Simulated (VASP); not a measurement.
# Li (P6_3/mmc) in VASP: further runs, part 2 of 2

VASP 6.6.1.

## (3) Single point, r2SCAN

This run uses another cell than the first one, of the same volume but with other edges.

Contents of POSCAR:

```
Li
1.0
    2.9275651106      0.0000000000      0.0000000000
   -1.4637825553      2.5353457570      0.0000000000
    0.0000000000      0.0000000000      5.7512357941
Li
2
Direct
    0.3333333333      0.6666666667      0.2500000000
    0.6666666667      0.3333333333      0.7500000000
```

Contents of INCAR.step1:

```
SYSTEM = Li
PREC = Accurate
ENCUT = 520
ISMEAR = 0
SIGMA = 0.15
LREAL = .False.
LASPH = .True.
NELM = 80
NBANDS = 10
GGA = PE
ALGO = Normal
EDIFF = 1E-4
LWAVE = .True.
LCHARG = .False.
```

Contents of INCAR.step2:

```
SYSTEM = Li
PREC = Accurate
ENCUT = 520
EDIFF = 1E-7
ISMEAR = 0
SIGMA = 0.15
LREAL = .False.
LASPH = .True.
NELM = 80
ALGO = Normal
ISIF = 2
LWAVE = .False.
LCHARG = .False.
METAGGA = R2SCAN
LMIXTAU = .True.
NBANDS = 10
ISTART = 1
```

Contents of KPOINTS:

```
Automatic mesh
0
Gamma
  18 18 10
  0 0 0
```

Potentials or basis: VASP PAW PBE potentials, release 64 (Li_sv).

Command:

```sh
$ cat potpaw_PBE.64/Li_sv/POTCAR > POTCAR
$ cp INCAR.step1 INCAR
$ mpirun -np 1 vasp_std > vasp.out
$ cp INCAR.step2 INCAR
$ mpirun -np 1 vasp_std > vasp.out
```

It took 3.6 min on 1 thread of Intel Xeon 6975P-C (Granite Rapids), shared host; peak memory 0.2 GiB.

It converged, with:

- Free energy: -4.6822 eV
- Band gap on the k mesh: zero (band 3 reaches 3.36 eV, above the bottom of band 4 at -2.34 eV)

Levels at points of the mesh, in eV from the Fermi level:
```tsv
k point	band 1	band 2	band 3	band 4	band 5	band 6	band 7	band 8
(0.00, 0.00, 0.00)	-48.31	-48.30	-3.79	-0.89	1.55	11.45	14.63	15.76
(0.50, 0.00, 0.00)	-48.29	-48.29	0.31	1.42	4.90	5.73	5.79	7.76
(0.00, 0.00, 0.50)	-48.31	-48.31	-2.87	-2.87	5.64	5.64	16.38	16.38
(0.50, 0.00, 0.50)	-48.29	-48.29	0.93	0.93	4.02	4.02	9.84	9.84
```

## (4) Single point, r2SCAN

This run uses another cell than the first one, of the same volume but with other edges.

Contents of POSCAR:

```
Li
1.0
    3.1986817736      0.0000000000      0.0000000000
   -1.5993408868      2.7701396745      0.0000000000
    0.0000000000      0.0000000000      4.8176165237
Li
2
Direct
    0.3333333333      0.6666666667      0.2500000000
    0.6666666667      0.3333333333      0.7500000000
```

Contents of INCAR.step1:

```
PREC = Accurate
ENCUT = 520
ISMEAR = 0
SIGMA = 0.15
LREAL = False
LASPH = True
NELM = 80
NBANDS = 10
GGA = PE
ALGO = Normal
EDIFF = 1E-4
LWAVE = True
LCHARG = False
```

Contents of INCAR.step2:

```
PREC = Accurate
ENCUT = 520
EDIFF = 1E-6
ISMEAR = 0
SIGMA = 0.15
LREAL = False
LASPH = True
NELM = 80
ALGO = Normal
ISIF = 2
LWAVE = False
LCHARG = False
METAGGA = R2SCAN
LMIXTAU = True
NBANDS = 10
ISTART = 1
```

Contents of KPOINTS:

```
Automatic mesh
0
Gamma
  18 18 10
```

Command:

```sh
$ cat potpaw_PBE.64/Li_sv/POTCAR > POTCAR
$ cp INCAR.step1 INCAR
$ mpirun -np 1 vasp_std > vasp.out
$ cp INCAR.step2 INCAR
$ mpirun -np 1 vasp_std > vasp.out
```

Run time: 2.5 min. Hardware: 1 thread of Intel Xeon 6975P-C (Granite Rapids), shared host; peak memory 0.2 GiB.

The run converged. Its results:

```
Free energy            : -4.7596 eV
Band gap on the k mesh : zero (band 3 reaches 2.57 eV, above the bottom of band 4 at -1.95 eV)
```

Levels at points of the mesh, in eV from the Fermi level:
| k point | band 1 | band 2 | band 3 | band 4 | band 5 | band 6 |
| --- | --- | --- | --- | --- | --- | --- |
| (0.00, 0.00, 0.00) | -48.22 | -48.20 | -3.78 | 0.51 | 3.69 | 12.31 |
| (0.50, 0.00, 0.00) | -48.21 | -48.20 | -0.26 | 0.88 | 5.11 | 6.33 |
| (0.00, 0.00, 0.50) | -48.21 | -48.21 | -2.46 | -2.46 | 9.75 | 9.75 |
| (0.50, 0.00, 0.50) | -48.20 | -48.20 | 0.66 | 0.66 | 3.50 | 3.50 |

## (5) Single point, r2SCAN

This run uses another cell than the first one, of the same volume but with other edges.

Contents of POSCAR:

```
Li
1.0
    3.0137189557      0.0000000000      0.0000000000
   -1.5068594779      2.6099571755      0.0000000000
    0.0000000000      0.0000000000      5.4271121919
Li
2
Direct
    0.3333333333      0.6666666667      0.2500000000
    0.6666666667      0.3333333333      0.7500000000
```

Contents of INCAR.step1:

```
SYSTEM = Li
ALGO = Normal
EDIFF = 1E-4
ENCUT = 520
GGA = PE
ISMEAR = 0
LASPH = .TRUE.
LCHARG = .FALSE.
LREAL = .FALSE.
LWAVE = .TRUE.
NBANDS = 10
NELM = 60
PREC = Accurate
SIGMA = 0.15
```

Contents of INCAR.step2:

```
SYSTEM = Li
ALGO = Normal
EDIFF = 1E-7
ENCUT = 520
ISIF = 2
ISMEAR = 0
ISTART = 1
LASPH = .TRUE.
LCHARG = .FALSE.
LMIXTAU = .TRUE.
LREAL = .FALSE.
LWAVE = .FALSE.
METAGGA = R2SCAN
NBANDS = 10
NELM = 60
PREC = Accurate
SIGMA = 0.15
```

Contents of KPOINTS:

```
k-points
0
G
  18 18 10
  0 0 0
```

Command:

```sh
$ cat potpaw_PBE.64/Li_sv/POTCAR > POTCAR
$ cp INCAR.step1 INCAR
$ mpirun -np 1 vasp_std > vasp.out
$ cp INCAR.step2 INCAR
$ mpirun -np 1 vasp_std > vasp.out
```

Run time: 3.8 min. Hardware: 1 thread of Intel Xeon 6975P-C (Granite Rapids), shared host; peak memory 0.21 GiB.

It converged, with:

- Free energy: -4.7512 eV
- Band gap on the k mesh: zero (band 3 reaches 3.09 eV, above the bottom of band 4 at -2.23 eV)

Levels at points of the mesh, in eV from the Fermi level:
```csv
k point,band 1,band 2,band 3,band 4,band 5,band 6
"(0.00, 0.00, 0.00)",-48.24,-48.23,-3.76,-0.50,2.25,13.46
"(0.50, 0.00, 0.00)",-48.22,-48.21,0.15,1.30,4.88,5.87
"(0.00, 0.00, 0.50)",-48.23,-48.23,-2.73,-2.73,6.88,6.88
"(0.50, 0.00, 0.50)",-48.22,-48.22,0.85,0.85,3.83,3.83
```

## (6) Single point, r2SCAN

This run uses another cell than the first one, of the same volume but with other edges.

Contents of POSCAR:

```
Li
1.0
    3.1536239158      0.0000000000      0.0000000000
   -1.5768119579      2.7311184250      0.0000000000
    0.0000000000      0.0000000000      4.9562647622
Li
2
Direct
    0.3333333333      0.6666666667      0.2500000000
    0.6666666667      0.3333333333      0.7500000000
```

Contents of INCAR.step1:

```
SYSTEM = Li
PREC     = Accurate       ! precision mode
ENCUT    = 520            ! plane-wave cutoff, eV
ISMEAR   = 0              ! smearing method
SIGMA    = 0.15           ! smearing width, eV
LREAL    = .FALSE.        ! projectors in reciprocal space
LASPH    = .TRUE.         ! aspherical terms in the spheres
NELM     = 100            ! most SCF steps
NBANDS   = 10             ! bands
GGA      = PE             ! functional
ALGO     = Normal         ! electronic algorithm
EDIFF    = 1E-4           ! SCF threshold, eV
LWAVE    = .TRUE.         ! write WAVECAR
LCHARG   = .FALSE.        ! write CHGCAR
```

Contents of INCAR.step2:

```
SYSTEM = Li
PREC     = Accurate       ! precision mode
ENCUT    = 520            ! plane-wave cutoff, eV
EDIFF    = 1E-6           ! SCF threshold, eV
ISMEAR   = 0              ! smearing method
SIGMA    = 0.15           ! smearing width, eV
LREAL    = .FALSE.        ! projectors in reciprocal space
LASPH    = .TRUE.         ! aspherical terms in the spheres
NELM     = 100            ! most SCF steps
ALGO     = Normal         ! electronic algorithm
ISIF     = 2              ! what is computed and relaxed
LWAVE    = .FALSE.        ! write WAVECAR
LCHARG   = .TRUE.         ! write CHGCAR
METAGGA  = R2SCAN         ! meta-GGA
LMIXTAU  = .TRUE.       
LELF     = .TRUE.         ! ELF
LVHAR    = .TRUE.       
NBANDS   = 10             ! bands
ISTART   = 1
```

Contents of KPOINTS:

```
Automatic mesh
0
G
  18 18 10
  0 0 0
```

Potentials or basis: VASP PAW PBE potentials, release 64 (Li_sv).

Command:

```sh
$ cat potpaw_PBE.64/Li_sv/POTCAR > POTCAR
$ cp INCAR.step1 INCAR
$ mpirun -np 1 vasp_std > vasp.out
$ cp INCAR.step2 INCAR
$ mpirun -np 1 vasp_std > vasp.out
```

It took 2.9 min on 1 thread of Intel Xeon 6975P-C (Granite Rapids), shared host; peak memory 0.2 GiB.

It converged, with:

```
Free energy            : -4.7715 eV
Band gap on the k mesh : zero (band 3 reaches 2.69 eV, above the bottom of band 4 at -2.02 eV)
```

Levels at points of the mesh, in eV from the Fermi level:
```csv
k point,band 1,band 2,band 3,band 4,band 5,band 6,band 7,band 8
"(0.00, 0.00, 0.00)",-48.24,-48.22,-3.79,0.22,3.33,12.84,12.84,14.31
"(0.50, 0.00, 0.00)",-48.22,-48.22,-0.17,0.98,5.00,6.16,6.80,8.22
"(0.00, 0.00, 0.50)",-48.23,-48.23,-2.54,-2.54,9.00,9.00,13.95,13.95
"(0.50, 0.00, 0.50)",-48.22,-48.22,0.69,0.69,3.55,3.55,10.15,10.15
```

## (7) The runs side by side

```tsv
cell	gap on the mesh (eV)
a = 3.284, b = 3.284, c = 4.570 Å, angles 90.0, 90.0, 120.0°, 2 atoms	none
a = 2.928, b = 2.928, c = 5.751 Å, angles 90.0, 90.0, 120.0°, 2 atoms	none
a = 3.199, b = 3.199, c = 4.818 Å, angles 90.0, 90.0, 120.0°, 2 atoms	none
a = 3.014, b = 3.014, c = 5.427 Å, angles 90.0, 90.0, 120.0°, 2 atoms	none
a = 3.154, b = 3.154, c = 4.956 Å, angles 90.0, 90.0, 120.0°, 2 atoms	none
```

Alike in all rows: task single point; level r2SCAN; potentials or basis VASP PAW PBE potentials, release 64 (Li_sv); no spin polarisation; k mesh 18 × 18 × 10; cutoff (eV) 520; smearing gaussian 0.15 eV.

Total energies depend on the potentials used, so only differences within one code and one set of settings carry meaning.
